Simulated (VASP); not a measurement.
# ZnS (I-4m2) in VASP: further runs

The runs below take ZnS through single point, with PBE.

Everything below comes from runs of VASP 6.6.1. Logs are shortened: lines on timing, memory, paths and dates and some standing lists are left out, and cuts for length are marked.

## Step 1: The cell of the first run

The structure is tetragonal, space group I-4m2 (No. 119). The conventional cell has a = 4.294 Å, b = 4.294 Å, c = 4.293 Å, α = 90.00°, β = 90.00°, γ = 90.00°. Within 3.2 Å of Zn (site symmetry -4m2) lie 4 S at 2.40 Å. Within 3.2 Å of S (site symmetry -4m2) lie 4 Zn at 2.40 Å.

## Step 2: Single point, PBE

Input file INCAR:

```
SYSTEM = ZnS
PREC     = Accurate       ! precision mode
ENCUT    = 520            ! plane-wave cutoff, eV
EDIFF    = 1E-6           ! SCF threshold, eV
ISMEAR   = 0              ! smearing method
SIGMA    = 0.05           ! smearing width, eV
LREAL    = .FALSE.        ! projectors in reciprocal space
LASPH    = .TRUE.         ! aspherical terms in the spheres
NELM     = 80             ! most SCF steps
ALGO     = Normal         ! electronic algorithm
ISIF     = 2              ! what is computed and relaxed
LWAVE    = .FALSE.        ! write WAVECAR
LCHARG   = .FALSE.        ! write CHGCAR
GGA      = PE             ! functional
NBANDS   = 16             ! bands
```

Input file KPOINTS:

```
regular mesh
0
G
  10 10 10
  0 0 0
```

Input file POSCAR:

```
ZnS
1.0
    0.0000000000      3.0360198112      2.1464660065
    3.0360198112      0.0000000000      2.1464660065
    3.0360198112      3.0360198112      0.0000000000
Zn S
1 1
Direct
    0.0000000000      0.0000000000      0.0000000000
    0.7500000000      0.7500000000      0.7500000000
```

Potentials or basis: VASP PAW PBE potentials, release 64 (Zn, S).

Run with:

```bash
> cat potpaw_PBE.64/Zn/POTCAR potpaw_PBE.64/S/POTCAR > POTCAR
> mpirun -np 1 vasp_std > vasp.out
```

OUTCAR:

```text
SYSTEM = ZnS
   PREC = Accurate
   ENCUT = 520
   EDIFF = 1E-6
   ISMEAR = 0
   LREAL = .FALSE.
   LASPH = .TRUE.
   NELM = 80
   ISIF = 2
   GGA = PE

 ion  position               nearest neighbor table
   1  0.000  0.000  0.000-   2 2.40   2 2.40   2 2.40   2 2.40
   2  0.750  0.750  0.750-   1 2.40   1 2.40   1 2.40   1 2.40

  LATTYP: Found a body centered tetragonal cell.
 ALAT       =     4.2935803926
 C/A-ratio  =     0.9998489886

  Lattice vectors:

 A1 = (   0.0000000000,  -3.0360198112,  -2.1464660065)
 A2 = (   0.0000000000,   3.0360198112,  -2.1464660065)
 A3 = (   3.0360198112,   0.0000000000,   2.1464660065)

Analysis of symmetry for initial positions (statically):
=====================================================================
 Subroutine PRICEL returns:
 Original cell was already a primitive cell.

 Routine SETGRP: Setting up the symmetry group for a
 body centered tetragonal supercell.

 Subroutine GETGRP returns: Found  8 space group operations
 (whereof  8 operations were pure point group operations)
 out of a pool of 16 trial point group operations.

The static configuration has the point symmetry D_2d.

Analysis of symmetry for dynamics (positions and initial velocities):
=====================================================================
 Subroutine PRICEL returns:
 Original cell was already a primitive cell.

 Routine SETGRP: Setting up the symmetry group for a
 body centered tetragonal supercell.

 Subroutine GETGRP returns: Found  8 space group operations
 (whereof  8 operations were pure point group operations)
 out of a pool of 16 trial point group operations.

The dynamic configuration has the point symmetry D_2d.

 Subroutine INISYM returns: Found  8 space group operations
 (whereof  8 operations are pure point group operations),
 and found     1 'primitive' translations

----------------------------------------------------------------------------------------

                                     Primitive cell

  volume of cell :      39.5697

  direct lattice vectors                    reciprocal lattice vectors
     0.000000000  3.036019811  2.146466006    -0.164689307  0.164689307  0.232941029
     3.036019811  0.000000000  2.146466006     0.164689307 -0.164689307  0.232941029
     3.036019811  3.036019811  0.000000000     0.164689307  0.164689307 -0.232941029

  length of vectors
     3.718162532  3.718162532  4.293580393     0.329403489  0.329403489  0.329403489

  position of ions in fractional coordinates (direct lattice)
     0.000000000  0.000000000  0.000000000
     0.750000000  0.750000000  0.750000000

  ion indices of the primitive-cell ions
   primitive index   ion index
                 1           1
                 2           2

----------------------------------------------------------------------------------------

 KPOINTS: regular mesh

Automatic generation of k-mesh.
 Grid dimensions read from file:
 generate k-points for:   10   10   10

 Generating k-lattice:

  Cartesian coordinates                     Fractional coordinates (reciprocal lattice)
    -0.016468931  0.016468931  0.023294103     0.100000000  0.000000000  0.000000000
     0.016468931 -0.016468931  0.023294103     0.000000000  0.100000000  0.000000000
     0.016468931  0.016468931 -0.023294103     0.000000000  0.000000000  0.100000000

  Length of vectors
     0.032940349  0.032940349  0.032940349

  Shift w.r.t. Gamma in fractional coordinates (k-lattice)
     0.000000000  0.000000000  0.000000000

 Subroutine IBZKPT returns following result:
 ===========================================

 Found    102 irreducible k-points:

 Following reciprocal coordinates:
            Coordinates               Weight
  0.000000  0.000000  0.000000      1.000000
  0.100000 -0.000000  0.000000      8.000000
  0.200000 -0.000000  0.000000      8.000000
  0.300000  0.000000  0.000000      8.000000
  0.400000 -0.000000  0.000000      8.000000
  0.500000 -0.000000  0.000000      4.000000
[... 16 lines left out ...]
  0.300000  0.300000  0.000000      2.000000
  0.400000  0.300000  0.000000      8.000000
 [... further k-points ...]
   k-points           NKPTS =    102   k-points in BZ     NKDIM =    102   number of bands    NBANDS=     16
   number of dos      NEDOS =    301   number of ions     NIONS =      2
   total plane-waves  NPLWV =  25088
   dimension x,y,z NGX =    28 NGY =   28 NGZ =   32
   dimension x,y,z NGXF=    56 NGYF=   56 NGZF=   64
   ions per type =               1   1
   NGX,Y,Z   is equivalent  to a cutoff of  12.52, 12.52, 12.39 a.u.
   NGXF,Y,Z  is equivalent  to a cutoff of  25.04, 25.04, 24.78 a.u.
 SYSTEM =  ZnS
   PREC   = accura    normal or accurate (medium, high low for compatibility)
   ISTART =      0    job   : 0-new  1-cont  2-samecut
   ICHARG =      2    charge: 1-file 2-atom 10-const
   ISPIN  =      1    spin polarized calculation?
   LNONCOLLINEAR =      F non collinear calculations
   LSORBIT =      F    spin-orbit coupling
   LASPH  =      T    aspherical Exc in radial PAW
   ENCUT  =  520.0 eV  38.22 Ry    6.18 a.u.   6.91  6.91  7.98*2*pi/ulx,y,z
   NELM   =     80;   NELMIN=  2; NELMDL= -5     # of ELM steps
   EDIFF  = 0.1E-05   stopping-criterion for ELM
   LREAL  =      F    real-space projection
   EDIFFG = 0.1E-04   stopping-criterion for IOM
   NSW    =      0    number of steps for IOM
   IBRION =     -1    ionic relax: 0-MD 1-quasi-New 2-CG
   NFREE  =      0    steps in history (QN), initial steepest desc. (CG)
   ISIF   =      2    stress and relaxation
   ISYM   =      2    0-nonsym 1-usesym 2-fastsym
   POTIM  = 0.5000    time-step for ionic-motion
   TEBEG  =    0.0;   TEEND  =   0.0 temperature during run
   PSTRESS=    0.0 pullay stress
   NELECT =      18.0000    total number of electrons
   NUPDOWN=      -1.0000    fix difference up-down
   EMIN   =  10.00;   EMAX   =-10.00  energy-range for DOS
   EFERMI =   0.00;   METHOD = LEGACY
   ISMEAR =     0;   SIGMA  =   0.05  broadening in eV -4-tet -1-fermi 0-gaus
   EFERMI_NEDOS =   21; number of points for ismear=-14 and -15
   IALGO  =     38    algorithm
   IMIX   =      4    mixing-type and parameters
     AMIX     =   0.40;   BMIX     =  1.00
     AMIX_MAG =   1.60;   BMIX_MAG =  1.00
  volume/ion in A,a.u.               =      19.78       133.51
  Fermi-wavevector in a.u.,A,eV,Ry     =   1.259055  2.379268 21.568210  1.585219
  Thomas-Fermi vector in A             =   2.392634
   LORBIT       =      0    0 simple, 1 ext, 2 COOP (PROOUT), +10 PAW based schemes
   GGA     = PE    functional components
   LHFCALC =     F    Hartree Fock is set to
   AEXX    =    0.0000 exact exchange contribution
   IVDW    =     0    specifies the selected vdW correction
   LEPSILON=     F    determine dielectric tensor
   LRPA    =     F    only Hartree local field effects (RPA)
 non-spin polarized calculation
 Gauss-broadening in eV      SIGMA  =   0.05
  energy-cutoff  :      520.00
  volume of cell :       39.57
 maximum number of plane-waves:      1080
   NGX = 13   NGY = 13   NGZ = 15

 number of electron      17.9999990 magnetization

 Free energy of the ion-electron system (eV)
  ---------------------------------------------------
  ext. energy  EPLUGINS =         0.00000000
  ---------------------------------------------------
  free energy    TOTEN  =        -6.57875186 eV

  energy without entropy =       -6.57875186  energy(sigma->0) =       -6.57875186

 E-fermi :   2.6842     XC(G=0):  -9.7268

 val. band max:        2.4339725135   @ k =   0.0000   0.0000   0.0000
 cond. band min:       3.7780037788   @ k =   0.0000   0.0000   0.0000
 fundamental gap:      1.3440312653
 Fermi energy:         2.6841667563

 k-point     1 :       0.0000    0.0000    0.0000
  band No.  band energies     occupation
      1     -10.8421      2.00000
      2      -4.1421      2.00000
      3      -4.1421      2.00000
      4      -4.0338      2.00000
      5      -3.8162      2.00000
      6      -3.7645      2.00000
[... 8 lines left out ...]
     15      12.8679      0.00000
     16      14.6124      0.00000

 k-point     2 :       0.1000   -0.0000    0.0000
  band No.  band energies     occupation
      1     -10.7605      2.00000
      2      -4.1467      2.00000
      3      -4.1391      2.00000
      4      -4.0279      2.00000
      5      -3.8098      2.00000
      6      -3.7644      2.00000
[... 8 lines left out ...]
     15      12.7081      0.00000
     16      14.9933      0.00000

 k-point     3 :       0.2000   -0.0000    0.0000
  band No.  band energies     occupation
      1     -10.5350      2.00000
      2      -4.1577      2.00000
      3      -4.1364      2.00000
      4      -4.0007      2.00000
      5      -3.7860      2.00000
      6      -3.7624      2.00000
[... 8 lines left out ...]
     15      12.6225      0.00000
     16      16.0378      0.00000

 k-point     4 :       0.3000    0.0000    0.0000
  band No.  band energies     occupation
      1     -10.2279      2.00000
      2      -4.1425      2.00000
      3      -4.1410      2.00000
      4      -3.9528      2.00000
      5      -3.7534      2.00000
      6      -3.7431      2.00000
[... 8 lines left out ...]
     15      13.5798      0.00000
     16      16.1079      0.00000
[... 324 lines left out ...]
 k-point    22 :      -0.2000    0.2000    0.0000
  band No.  band energies     occupation
      1     -10.2360      2.00000
      2      -4.0936      2.00000
      3      -4.0883      2.00000
      4      -3.9457      2.00000
      5      -3.8102      2.00000
      6      -3.7830      2.00000
[... 8 lines left out ...]
     15      13.5345      0.00000
     16      13.8477      0.00000

 k-point    23 :       0.3000    0.3000    0.0000
  band No.  band energies     occupation
      1      -9.8107      2.00000
      2      -4.1632      2.00000
      3      -4.0511      2.00000
      4      -4.0511      2.00000
      5      -3.7020      2.00000
      6      -3.6335      2.00000
[... 8 lines left out ...]
     15      13.5134      0.00000
     16      18.5805      0.00000

 k-point    24 :       0.4000    0.3000    0.0000
  band No.  band energies     occupation
      1      -9.6125      2.00000
      2      -4.1485      2.00000
      3      -4.0165      2.00000
      4      -3.9990      2.00000
      5      -3.6772      2.00000
      6      -3.5316      2.00000
[... 8 lines left out ...]
     15      14.7286      0.00000
     16      18.5619      0.00000

 [... further k-points ...]
[... 5 lines left out ...]
  --------------------------------------------------------------------------------------
  -------------------------------------------------------------------------------------
  Total       -1.0490113     -1.0490113      0.9946033      0.0000000     -0.0000000     -0.0000000
  in kB      -42.4744295    -42.4744295     40.2714505      0.0000000     -0.0000000     -0.0000000
  external PRESSURE =     -14.8924695 kB  Pullay stress =       0.0000000 kB

 VOLUME and BASIS-vectors are now :
 -----------------------------------------------------------------------------
  energy-cutoff  :      520.00
  volume of cell :       39.57
      direct lattice vectors                 reciprocal lattice vectors
     0.000000000  3.036019811  2.146466006    -0.164689307  0.164689307  0.232941029
     3.036019811  0.000000000  2.146466006     0.164689307 -0.164689307  0.232941029
     3.036019811  3.036019811  0.000000000     0.164689307  0.164689307 -0.232941029

 POSITION                                       TOTAL-FORCE (eV/Angst)
 -----------------------------------------------------------------------------------
      0.00000      0.00000      0.00000         0.000000      0.000000      0.000000
      4.55403      4.55403      3.21970        -0.000000     -0.000000     -0.000000
 -----------------------------------------------------------------------------------
    total drift:                               -0.000005     -0.000005      0.000002

  FREE ENERGIE OF THE ION-ELECTRON SYSTEM (eV)
  ---------------------------------------------------
  free  energy   TOTEN  =        -6.5787518606 eV

  energy  without entropy=       -6.5787518606  energy(sigma->0) =       -6.57875186
```

It took 23 s on 1 thread of Intel Xeon 6975P-C (Granite Rapids), shared host; peak memory 0.2 GiB.

What came out:

| Item | Value |
| --- | --- |
| Free energy | -6.5788 eV |
| Pressure | -1.5 GPa |
| Band gap on the k mesh | 1.34 eV, direct |

## Step 3: Single point, PBE

This run uses another cell than the first one, of the same volume but with other edges.

Input file INCAR:

```
SYSTEM = ZnS
PREC     = Accurate       ! precision mode
ENCUT    = 520            ! plane-wave cutoff, eV
EDIFF    = 1E-6           ! SCF threshold, eV
ISMEAR   = 0              ! smearing method
SIGMA    = 0.05           ! smearing width, eV
LREAL    = .False.        ! projectors in reciprocal space
LASPH    = .True.         ! aspherical terms in the spheres
NELM     = 60             ! most SCF steps
ALGO     = Normal         ! electronic algorithm
ISIF     = 2              ! what is computed and relaxed
LWAVE    = .False.        ! write WAVECAR
LCHARG   = .True.         ! write CHGCAR
GGA      = PE             ! functional
LELF     = .True.         ! ELF
LVHAR    = .True.       
NBANDS   = 16             ! bands
```

Input file KPOINTS:

```
regular mesh
0
Gamma
  10 10 10
  0 0 0
```

Input file POSCAR:

```
ZnS
1.0
    0.0000000000      2.4096905210      3.4073023967
    2.4096905210      0.0000000000      3.4073023967
    2.4096905210      2.4096905210      0.0000000000
Zn S
1 1
Direct
    0.0000000000      0.0000000000      0.0000000000
    0.7500000000      0.7500000000      0.7500000000
```

Potentials or basis: VASP PAW PBE potentials, release 64 (Zn, S).

Run with:

```bash
> cat potpaw_PBE.64/Zn/POTCAR potpaw_PBE.64/S/POTCAR > POTCAR
> mpirun -np 1 vasp_std > vasp.out
```

It took 25 s on 1 thread of Intel Xeon 6975P-C (Granite Rapids), shared host; peak memory 0.2 GiB.

It converged, with:

```
Free energy            : -6.2537 eV
Pressure               : -0.5 GPa
Band gap on the k mesh : 0.45 eV, indirect (least direct gap 0.49 eV)
```

Stress tensor (GPa, compression positive):
```
  7.69   0.00   0.00
  0.00   7.69   0.00
  0.00   0.00 -16.75
```

Levels at points of the mesh, in eV from the valence-band top:
```tsv
k point	band 6	band 7	band 8	band 9	band 10	band 11	band 12	band 13
(0.00, 0.00, 0.00)	-6.60	-2.14	-0.04	-0.04	0.45	6.48	6.50	6.50
(0.50, 0.00, 0.00)	-6.51	-5.50	-2.48	-0.21	1.21	6.76	7.82	8.21
(0.50, 0.50, 0.00)	-6.59	-6.34	-1.27	-1.27	4.44	5.39	7.67	11.35
(0.50, 0.00, 0.50)	-6.32	-4.25	-3.31	-2.74	2.35	2.60	7.97	8.83
```

 A k mesh can miss the band edges.
